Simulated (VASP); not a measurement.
Runs of VASP 6.6.1 on Bi. The structure is that of space group Im-3m (No. 229), or close to it. The cells are those of the table. This isn't the form of Bi at room conditions, which is rhombohedral.

```tsv
level	cell	share of exact exchange	screening parameter	gap on the mesh (eV)	pressure (GPa)
PBE-based screened hybrid with 25 % exact exchange	a = 3.400 Å, angles 109.5°, 1 atom	0.25	0.3 1/Å	none	(a)
HF	a = 3.456 Å, angles 109.5°, 1 atom	1	-	none	1.7
PBEsol-based global hybrid with 25 % exact exchange	a = 3.353 Å, angles 109.5°, 1 atom	0.25	-	none	-0.1
B3LYP	a = 3.432 Å, angles 109.5°, 1 atom	0.2	-	none	1.9
HSE06	a = 3.432 Å, angles 109.5°, 1 atom	0.25	0.2079 1/Å	none	(b)
```

Alike in all rows: task single point; potentials or basis VASP PAW PBE potentials, release 64 (Bi_d); no spin polarisation; k mesh 5 × 5 × 5; cutoff (eV) 520; smearing fermi-dirac 0.05 eV.

Fill in the values left out.

(a) 0.1; (b) -1.2.

Caveats: all runs use coarse meshes; the PAW data sets were made with another functional, which shifts forces and pressure a little; spin-orbit coupling is left out, which moves the levels of the heavy elements.

A k mesh can miss the band edges, and the runs leave out spin-orbit coupling on Bi.

A gap of «none» marks levels without a gap at the run's occupations.
